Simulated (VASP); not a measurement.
# Ta (P6_3/mmc) in VASP: further runs

Ta is run at these levels: PBEsol, PBE; tasks: elastic constants, vibrations by perturbation theory.

Program: VASP 6.6.1. These are calculated values, not measurements. Logs are shortened: lines on timing, memory, paths and dates and some standing lists are left out, and cuts for length are marked.

### Step 1. The cell of the first run

It takes space group P6_3/mmc (No. 194, hexagonal). The conventional cell has a = 2.900 Å, b = 2.900 Å, c = 5.166 Å, α = 90.00°, β = 90.00°, γ = 120.00°. Within 3.8 Å of Ta (site symmetry -6m2) lie 12 Ta at 2.90 to 3.08 Å.

### Step 2. Elastic constants, PBEsol

INCAR

```
SYSTEM = Ta
PREC = Accurate
ENCUT = 600
EDIFF = 1E-8
ISMEAR = -1
SIGMA = 0.05
LREAL = .False.
LASPH = .True.
NELM = 100
ALGO = Normal
ISIF = 3
LWAVE = .False.
LCHARG = .True.
GGA = PS
NBANDS = 18
IBRION = 6
NFREE = 2
POTIM = 0.015
NSW = 1
```

KPOINTS

```
Automatic mesh
0
Gamma
  8 8 4
  0 0 0
```

POSCAR

```
Ta
1.0
    2.9003720726      0.0000000000      0.0000000000
   -1.4501860363      2.5117958953      0.0000000000
    0.0000000000      0.0000000000      5.1662740000
Ta
2
Direct
    0.3333333333      0.6666666667      0.2500000000
    0.6666666667      0.3333333333      0.7500000000
```

Potentials or basis: VASP PAW PBE potentials, release 64 (Ta_pv).

Run with:

```bash
cat potpaw_PBE.64/Ta_pv/POTCAR > POTCAR
mpirun -np 1 vasp_std > vasp.out
```

OUTCAR:

```text
SYSTEM = Ta
   PREC = Accurate
   ENCUT = 600
   EDIFF = 1E-8
   ISMEAR = -1
   LREAL = .False.
   LASPH = .True.
   NELM = 100
   ISIF = 3
   GGA = PS
   IBRION = 6
   NFREE = 2
   POTIM = 0.015
   NSW = 1

 ion  position               nearest neighbor table
   1  0.333  0.667  0.250-   2 3.08   2 3.08   2 3.08   2 3.08   2 3.08   2 3.08
   2  0.667  0.333  0.750-   1 3.08   1 3.08   1 3.08   1 3.08   1 3.08   1 3.08

  LATTYP: Found a hexagonal cell.
 ALAT       =     2.9003720726
 C/A-ratio  =     1.7812452577

  Lattice vectors:

 A1 = (   2.9003720726,   0.0000000000,   0.0000000000)
 A2 = (  -1.4501860363,   2.5117958953,   0.0000000000)
 A3 = (   0.0000000000,   0.0000000000,   5.1662740000)

Analysis of symmetry for initial positions (statically):
=====================================================================
 Subroutine PRICEL returns:
 Original cell was already a primitive cell.

 Routine SETGRP: Setting up the symmetry group for a
 hexagonal supercell.

 Subroutine GETGRP returns: Found 24 space group operations
 (whereof 12 operations were pure point group operations)
 out of a pool of 24 trial point group operations.

The static configuration has the point symmetry D_3d.
 The point group associated with its full space group is D_6h.

Analysis of symmetry for dynamics (positions and initial velocities):
=====================================================================
 Subroutine PRICEL returns:
 Original cell was already a primitive cell.

 Routine SETGRP: Setting up the symmetry group for a
 hexagonal supercell.

 Subroutine GETGRP returns: Found 24 space group operations
 (whereof 12 operations were pure point group operations)
 out of a pool of 24 trial point group operations.

The dynamic configuration has the point symmetry D_3d.
 The point group associated with its full space group is D_6h.

[... 855 lines left out ...]
  Direction    XX          YY          ZZ          XY          YZ          ZX
  --------------------------------------------------------------------------------------
  -------------------------------------------------------------------------------------
  Total       -1.6727150     -1.6727150     -1.5866867      0.0000000      0.0000000      0.0000000
  in kB      -71.2060723    -71.2060723    -67.5439225      0.0000000      0.0000000      0.0000000
  external PRESSURE =     -69.9853557 kB  Pullay stress =       0.0000000 kB
[... 17 lines left out ...]
  FREE ENERGIE OF THE ION-ELECTRON SYSTEM (eV)
  ---------------------------------------------------
  free  energy   TOTEN  =       -24.5135693236 eV

  energy  without entropy=      -24.4965074416  energy(sigma->0) =      -24.50503838

 INTERNAL STRAIN TENSORS FROM STRAINED CELLS
 ============================================

 INTERNAL STRAIN TENSOR FOR ION    1 for displacements in x,y,z  (eV/Angst):
          X           Y           Z          XY          YZ          ZX
  --------------------------------------------------------------------------------
  x    -0.00000    -0.00000     0.00000    -2.72928    -0.00000    -0.00000
  y    -2.68805     2.77361     0.00000     0.00010    -0.00006     0.00029
  z     0.00000     0.00000     0.00000     0.00000     0.01230     0.00000

 INTERNAL STRAIN TENSORS FROM DISPLACED ATOMS
 ============================================

 INTERNAL STRAIN TENSOR FOR ION    1 for displacements in x,y,z  (eV/Angst):
          X           Y           Z          XY          YZ          ZX
  --------------------------------------------------------------------------------
  x     0.00000     0.00000     0.00000    -2.82855     0.00000     0.00000
  y    -2.82855     2.82855    -0.00000     0.00000     0.00000     0.00000
  z     0.00000     0.00000    -0.00000     0.00000     0.00000     0.00000

 INTERNAL STRAIN TENSOR FOR ION    2 for displacements in x,y,z  (eV/Angst):
          X           Y           Z          XY          YZ          ZX
  --------------------------------------------------------------------------------
  x     0.00000     0.00000     0.00000     2.82855     0.00000     0.00000
  y     2.82855    -2.82855     0.00000     0.00000     0.00000     0.00000
  z     0.00000    -0.00000     0.00000     0.00000    -0.00000     0.00000

 Eigenvectors and eigenvalues of the dynamical matrix
 ----------------------------------------------------

   1 f  =    5.389670 THz    33.864297 2PiTHz  179.780048 cm-1    22.289875 meV
             X         Y         Z           dx          dy          dz
     -0.000000  1.674531  1.291568     0.000000    0.000000   -0.707107
      1.450186  0.837265  3.874705     0.000000    0.000000    0.707107

   2 f  =    0.000000 THz     0.000000 2PiTHz    0.000001 cm-1     0.000000 meV
             X         Y         Z           dx          dy          dz
     -0.000000  1.674531  1.291568    -0.282981   -0.648014    0.000000
      1.450186  0.837265  3.874705    -0.282981   -0.648014    0.000000

   3 f/i=    0.000000 THz     0.000000 2PiTHz    0.000000 cm-1     0.000000 meV
             X         Y         Z           dx          dy          dz
     -0.000000  1.674531  1.291568     0.648014   -0.282981    0.000000
      1.450186  0.837265  3.874705     0.648014   -0.282981    0.000000
[... 11 lines left out ...]
   6 f/i=    1.912604 THz    12.017246 2PiTHz   63.797608 cm-1     7.909892 meV
             X         Y         Z           dx          dy          dz
     -0.000000  1.674531  1.291568    -0.000034   -0.707107    0.000000
      1.450186  0.837265  3.874705     0.000034    0.707107    0.000000

--------------------------------------------------------------------------------------------------------

 ELASTIC MODULI CONTR FROM IONIC RELAXATION (kBar)
 Direction    XX          YY          ZZ          XY          YZ          ZX
 --------------------------------------------------------------------------------
 XX          -0.0000      0.0000      0.0000      0.0000     -0.0000      0.0000
 YY           0.0000     -0.0000     -0.0000      0.0000      0.0000      0.0000
 ZZ           0.0000     -0.0000     -0.0000      0.0000      0.0000      0.0000
 XY           0.0000      0.0000      0.0000      0.0000      0.0000      0.0000
 YZ          -0.0000      0.0000      0.0000      0.0000     -0.0000      0.0000
 ZX           0.0000      0.0000      0.0000      0.0000      0.0000      0.0000
 --------------------------------------------------------------------------------

 TOTAL ELASTIC MODULI (kBar)
 Direction    XX          YY          ZZ          XY          YZ          ZX
 --------------------------------------------------------------------------------
 XX        2839.4489   1987.5254   1122.5087      0.0000     -0.0000     -0.0000
 YY        1987.5254   2839.4489   1122.5087      0.0000      0.0000     -0.0000
 ZZ        1122.5087   1122.5087   2655.5211      0.0000      0.0000      0.0000
 XY           0.0000     -0.0000      0.0000    425.9617      0.0000     -0.0000
 YZ          -0.0000      0.0000      0.0000      0.0000   -408.4658      0.0000
 ZX          -0.0000     -0.0000      0.0000     -0.0000      0.0000   -408.4663
 --------------------------------------------------------------------------------
```

OSZICAR:

```text
N       E                     dE             d eps       ncg     rms          rms(c)
DAV:   1     0.178468428468E+03    0.17847E+03   -0.13842E+04  1080   0.140E+03
DAV:   2    -0.210756016616E+02   -0.19954E+03   -0.19640E+03  1330   0.379E+02
DAV:   3    -0.255116096176E+02   -0.44360E+01   -0.43197E+01  1298   0.517E+01
DAV:   4    -0.255497362403E+02   -0.38127E-01   -0.38077E-01  1208   0.480E+00
[... 211 lines left out ...]
DAV:   5    -0.245135692093E+02    0.19622E-04   -0.45448E-05  1404   0.621E-02    0.275E-03
DAV:   6    -0.245135693571E+02   -0.14775E-06   -0.38541E-06  1348   0.177E-02    0.751E-04
DAV:   7    -0.245135693371E+02    0.20018E-07   -0.10589E-07  1450   0.228E-03    0.402E-04
DAV:   8    -0.245135693256E+02    0.11412E-07   -0.12279E-08   936   0.921E-04    0.113E-04
DAV:   9    -0.245135693236E+02    0.19977E-08   -0.22604E-09   654   0.413E-04
  17 F= -.24513569E+02 E0= -.24505038E+02  d E =-.170619E-01
```

Run time: 9.4 min. Hardware: 1 thread of Intel Xeon 6975P-C, shared host; peak memory 0.27 GiB.

What came out:

| Item | Value |
| --- | --- |
| Voigt bulk modulus | 187 GPa |
| Highest phonon frequency at Γ | 180 cm⁻¹ |
| Most unstable mode | 64i cm⁻¹ |

Phonon frequencies in cm⁻¹ (negative: imaginary):
```
              q point        frequencies
(0.000, 0.000, 0.000)  -64 -64 0 0 0 180
```

Elastic tensor in Voigt notation (GPa, in the Cartesian axes of the cell as first typed):
```
284 199 112   0   0   0
199 284 112   0   0   0
112 112 266   0   0   0
  0   0   0 -41   0   0
  0   0   0   0 -41   0
  0   0   0   0   0  43
```

Clamped-ion elastic tensor (GPa):
```
284 199 112   0   0   0
199 284 112   0   0   0
112 112 266   0   0   0
  0   0   0 -41   0   0
  0   0   0   0 -41   0
  0   0   0   0   0  43
```

Caveat: the cell is under stress, which shifts elastic constants; some modes are imaginary; the elastic tensor has a negative eigenvalue, so either the cell is unstable as it stands or the mesh is too thin; the PAW data sets were made with another functional, which shifts forces and pressure a little; spin-orbit coupling is left out, which moves the levels of the heavy elements.

### Step 3. Vibrations by perturbation theory, PBE

INCAR

```
PREC     = Accurate       # precision mode
ENCUT    = 520            # plane-wave cutoff, eV
EDIFF    = 1E-8           # SCF threshold, eV
ISMEAR   = -1             # smearing method
SIGMA    = 0.05           # smearing width, eV
LREAL    = F              # projectors in reciprocal space
LASPH    = T              # aspherical terms in the spheres
NELM     = 60             # most SCF steps
ALGO     = Fast           # electronic algorithm
ISIF     = 2              # what is computed and relaxed
LWAVE    = F              # write WAVECAR
LCHARG   = F              # write CHGCAR
GGA      = PE             # functional
NBANDS   = 18             # bands
IBRION   = 8              # ionic algorithm
NSW      = 1              # ionic steps
```

KPOINTS

```
regular mesh
0
Gamma
  10 10 6
```

POSCAR is that of step 2.

Potentials or basis: VASP PAW PBE potentials, release 64 (Ta_pv).

Run with:

```bash
cat potpaw_PBE.64/Ta_pv/POTCAR > POTCAR
mpirun -np 1 vasp_std > vasp.out
```

OUTCAR:

```text
PREC = Accurate
   ENCUT = 520
   EDIFF = 1E-8
   ISMEAR = -1
   LREAL = F
   LASPH = T
   NELM = 60
   ISIF = 2
   GGA = PE
   IBRION = 8
   NSW = 1

 ion  position               nearest neighbor table
   1  0.333  0.667  0.250-   2 3.08   2 3.08   2 3.08   2 3.08   2 3.08   2 3.08
   2  0.667  0.333  0.750-   1 3.08   1 3.08   1 3.08   1 3.08   1 3.08   1 3.08

  LATTYP: Found a hexagonal cell.
 ALAT       =     2.9003720726
 C/A-ratio  =     1.7812452577

  Lattice vectors:

 A1 = (   2.9003720726,   0.0000000000,   0.0000000000)
 A2 = (  -1.4501860363,   2.5117958953,   0.0000000000)
 A3 = (   0.0000000000,   0.0000000000,   5.1662740000)

Analysis of symmetry for initial positions (statically):
=====================================================================
 Subroutine PRICEL returns:
 Original cell was already a primitive cell.

 Routine SETGRP: Setting up the symmetry group for a
 hexagonal supercell.

 Subroutine GETGRP returns: Found 24 space group operations
 (whereof 12 operations were pure point group operations)
 out of a pool of 24 trial point group operations.

The static configuration has the point symmetry D_3d.
 The point group associated with its full space group is D_6h.

Analysis of symmetry for dynamics (positions and initial velocities):
=====================================================================
 Subroutine PRICEL returns:
 Original cell was already a primitive cell.

 Routine SETGRP: Setting up the symmetry group for a
 hexagonal supercell.

[... 692 lines left out ...]
 -----------------------------------------------------------------------------------
    total drift:                               -0.000000      0.000000     -0.000000

  FREE ENERGIE OF THE ION-ELECTRON SYSTEM (eV)
  ---------------------------------------------------
  free  energy   TOTEN  =       -23.0730538805 eV

  energy  without entropy=      -23.0507455826  energy(sigma->0) =      -23.06189973

[... ionic steps 2 to 3 ...]

--------------------------------------- Ionic step        4  -------------------------------------------

------------------------ aborting loop because EDIFF is reached ----------------------------------------

[... ionic steps 5 to 5 ...]

--------------------------------------- Ionic step        6  -------------------------------------------

 Free energy of the ion-electron system (eV)
  ---------------------------------------------------
  ---------------------------------------------------
  free energy    TOTEN  =        -0.22663590 eV

  energy without entropy =       -0.22663590

------------------------ aborting loop because EDIFF is reached ----------------------------------------

 INTERNAL STRAIN TENSOR  FOR ION    1  DIRECTION 3   (eV/Angst):
 -----------------------------------------------------------------------------
     0.01279  0.00000 -0.00000
     0.00000  0.01279 -0.00000
    -0.00000  0.00000 -0.02269

 INTERNAL STRAIN TENSOR FOR ION    2 for displacements in x,y,z  (eV/Angst):
          X           Y           Z          XY          YZ          ZX
  --------------------------------------------------------------------------------
  x     0.00000     0.00000     0.00000     5.46699     0.00000     0.00000
  y     5.46699    -5.46699     0.00000     0.00000     0.00000     0.00000
  z     0.00000     0.00000     0.00000     0.00000     0.00000     0.00000

 SECOND DERIVATIVES (NOT SYMMETRIZED)
 ------------------------------------
               1X          1Y          1Z          2X          2Y          2Z
  1X     1.614022   -0.000000    0.000000   -1.614022    0.000000    0.000000
  1Y     0.000000    1.614022    0.000000   -0.000000   -1.614022    0.000000
  1Z     0.000000   -0.000000  -11.103225   -0.000000    0.000000   11.103225
  2X    -1.614022    0.000000    0.000000    1.614022   -0.000000    0.000000
  2Y    -0.000000   -1.614022    0.000000    0.000000    1.614022    0.000000
  2Z    -0.000000    0.000000   11.103225    0.000000   -0.000000  -11.103225

 Eigenvectors and eigenvalues of the dynamical matrix
 ----------------------------------------------------

   1 f  =    5.476630 THz    34.410682 2PiTHz  182.680717 cm-1    22.649512 meV
             X         Y         Z           dx          dy          dz
     -0.000000  1.674531  1.291568    -0.000000    0.000000   -0.707107
      1.450186  0.837265  3.874705    -0.000000    0.000000    0.707107
[... 21 lines left out ...]
   6 f/i=    2.088063 THz    13.119686 2PiTHz   69.650278 cm-1     8.635530 meV
             X         Y         Z           dx          dy          dz
     -0.000000  1.674531  1.291568     0.000025    0.707107   -0.000000
      1.450186  0.837265  3.874705    -0.000025   -0.707107   -0.000000

--------------------------------------------------------------------------------------------------------

 ELASTIC MODULI CONTR FROM IONIC RELAXATION (kBar)
 Direction    XX          YY          ZZ          XY          YZ          ZX
 --------------------------------------------------------------------------------
 XX          -0.0000      0.0000     -0.0000     -0.0000      0.0000      0.0000
 YY           0.0000     -0.0000      0.0000      0.0000     -0.0000      0.0000
 ZZ          -0.0000      0.0000     -0.0000     -0.0000      0.0000      0.0000
 XY          -0.0000      0.0000     -0.0000     -0.0000      0.0000      0.0000
 YZ           0.0000     -0.0000      0.0000      0.0000     -0.0000      0.0000
 ZX           0.0000      0.0000      0.0000      0.0000      0.0000      0.0000
 --------------------------------------------------------------------------------
```

stdout:

```text
POSCAR found type information on POSCAR Ta
 POSCAR found :  1 types and       2 ions
 scaLAPACK will be used
 LDA part: xc-table for (Slater+PW92), standard interpolation
 POSCAR, INCAR and KPOINTS ok, starting setup
 FFT: planning ... GRIDC
 FFT: planning ... GRID_SOFT
 FFT: planning ... GRID
 WAVECAR not read
 entering main loop
 Linear response reoptimize wavefunctions to high precision
 Linear response DOF=           2
 Linear response progress:
 first order change of Fermi-energy  -0.22029E-04
 force on displaced ion       1 direction 1 :   1.614   0.000   0.000
 Linear response progress:
 first order change of Fermi-energy  -0.58761E-04
 force on displaced ion       1 direction 3 :   0.000  -0.000 -11.103
 Linear response finished
```

It took 3.9 min on 1 thread of Intel Xeon Platinum 8488C (Sapphire Rapids), shared host; peak memory 0.38 GiB.

What came out:

```
Highest phonon frequency at Γ : 183 cm⁻¹
Most unstable mode            : 70i cm⁻¹
```

Phonon frequencies in cm⁻¹ (negative: imaginary):
| q point | frequencies |
| --- | --- |
| (0.000, 0.000, 0.000) | -70 -70 0 0 0 183 |

Caveat: some modes are imaginary; spin-orbit coupling is left out, which moves the levels of the heavy elements.
